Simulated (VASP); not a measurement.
Here is a VASP 6.6.1 calculation.

File INCAR:

```
PREC = Accurate
ENCUT = 520
EDIFF = 1E-6
ISMEAR = 0
SIGMA = 0.1
LREAL = F
LASPH = T
NELM = 100
ALGO = Fast
ISIF = 2
LWAVE = F
LCHARG = F
GGA = PS
NBANDS = 16
```

File KPOINTS:

```
regular mesh
0
Gamma
  6 6 6
```

File POSCAR:

```
AlRu
1.0
    2.9824954400      0.0000000000      0.0000000000
    0.0000000000      2.9824954400      0.0000000000
    0.0000000000      0.0000000000      2.9824954400
Al Ru
1 1
Direct
    0.0000000000      0.0000000000      0.0000000000
    0.5000000000      0.5000000000      0.5000000000
```

Potentials or basis: VASP PAW PBE potentials, release 64 (Al, Ru_pv).

Command:

```console
$ cat potpaw_PBE.64/Al/POTCAR potpaw_PBE.64/Ru_pv/POTCAR > POTCAR
$ mpirun -np 1 vasp_std > vasp.out
```

Estimate the pressure.

-1.4 GPa.

Caveat: the PAW data sets were made with another functional, which shifts forces and pressure a little.
